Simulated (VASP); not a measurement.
Write the native input for VASP 6.6.1 that does the following.

- Task: single point
- Functional: PBE
- Potentials or basis: VASP PAW PBE potentials, release 64 (Ga_d, Sb)
- Cutoff: 520 eV
- k mesh: 16 × 16 × 16
- Occupations: gaussian, width 0.15 eV
- Spin: no spin polarisation
- Dipole correction: no
- Further INCAR settings: ALGO = Fast; EDIFF = 1e-06; NBANDS = 16

The structure of GaSb lies in POSCAR:

```
GaSb
1.0
   -2.8118500000      2.8118500000      1.5547500000
    2.8118500000     -2.8118500000      1.5547500000
    2.8118500000      2.8118500000     -1.5547500000
Ga Sb
1 1
Direct
    0.2500000000      0.7500000000      0.5000000000
    0.0000000000      0.0000000000      0.0000000000
```

These files were run (other wordings do the same):

INCAR

```
SYSTEM = GaSb
ALGO = Fast
EDIFF = 1E-6
ENCUT = 520
GGA = PE
ISIF = 2
ISMEAR = 0
LASPH = .True.
LCHARG = .False.
LREAL = .False.
LWAVE = .False.
NBANDS = 16
NELM = 80
PREC = Accurate
SIGMA = 0.15
```

KPOINTS

```
k-points
0
Gamma
  16 16 16
  0 0 0
```

Potentials or basis: VASP PAW PBE potentials, release 64 (Ga_d, Sb).

The run is started by

```bash
$ cat potpaw_PBE.64/Ga_d/POTCAR potpaw_PBE.64/Sb/POTCAR > POTCAR
$ mpirun -np 1 vasp_std > vasp.out
```

It gave:

```yaml
Pressure: -0.8 GPa
Band_gap_on_the_k_mesh: zero (bands 9 and 10 overlap by 4.45 eV)
```

Caveat: spin-orbit coupling is left out, which moves the levels of the heavy elements.

Run time: 2.7 min on 1 thread of Oxide Virtual Turin-like Processor, with other jobs on the host, peak memory 0.37 GiB.
